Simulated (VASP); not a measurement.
Write the native input for VASP 6.6.1 that does the following.

| Item | Value |
| --- | --- |
| Task | relaxation of cell and atoms |
| Functional | PBE |
| Potentials or basis | VASP PAW PBE potentials, release 64 (Sb, Ga_d) |
| Cutoff | 600 eV |
| k mesh | 8 × 8 × 8 |
| Occupations | fermi-dirac, width 0.05 eV |
| Spin | no spin polarisation |
| Target pressure | 20 GPa |
| Dipole correction | no |
| Further INCAR settings | ALGO = Normal; EDIFF = 1e-06; IBRION = 2; EDIFFG = -0.01; NSW = 80; ISIF = 3 |

The structure of GaSb lies in POSCAR:

```
GaSb
1.0
    0.0000000000      3.0590000000      3.0590000000
    3.0590000000      0.0000000000      3.0590000000
    3.0590000000      3.0590000000      0.0000000000
Sb Ga
1 1
Direct
    0.7500000000      0.7500000000      0.7500000000
    0.0000000000      0.0000000000      0.0000000000
```

One way to write it, as run:

INCAR

```
PREC = Accurate ; ENCUT = 600
EDIFF = 1E-6 ; ISMEAR = -1
SIGMA = 0.05 ; LREAL = False
LASPH = True ; NELM = 80
ALGO = Normal ; ISIF = 3
LWAVE = False ; LCHARG = False
GGA = PE ; IBRION = 2
NSW = 80 ; EDIFFG = -0.01
PSTRESS = 200.0
```

KPOINTS

```
Automatic mesh
0
Gamma
  8 8 8
```

Potentials or basis: VASP PAW PBE potentials, release 64 (Sb, Ga_d).

Command:

```sh
$ cat potpaw_PBE.64/Sb/POTCAR potpaw_PBE.64/Ga_d/POTCAR > POTCAR
$ mpirun -np 1 vasp_std > vasp.out
```

Results of the run:

```
Relaxed volume                                         : 23.42 Å³/atom
Relaxed cell                                           : a = 4.046 Å, b = 4.046 Å, c = 4.046 Å, α = 60.00°, β = 60.00°, γ = 60.00°
Space group after relaxing (to 0.05 Å)                 : F-43m (No. 216)
Energy change on relaxing (the enthalpy is what falls) : +315.3 meV/atom
Ionic steps                                            : 5
Pressure after relaxing                                : 20.1 GPa
Band gap on the k mesh                                 : 0.53 eV, indirect (least direct gap 1.57 eV)
```

Caveat: the cell is relaxed towards a set pressure, so the enthalpy falls and the energy may rise; the volume moved by over 15 % at a fixed basis, so the end points are rough; spin-orbit coupling is left out, which moves the levels of the heavy elements.

Run time: 99 s on 1 thread of Intel(R) Xeon(R) Platinum 8259CL CPU @ 2.50GHz (Skylake/Cascade Lake), on a shared host, peak memory 0.23 GiB.
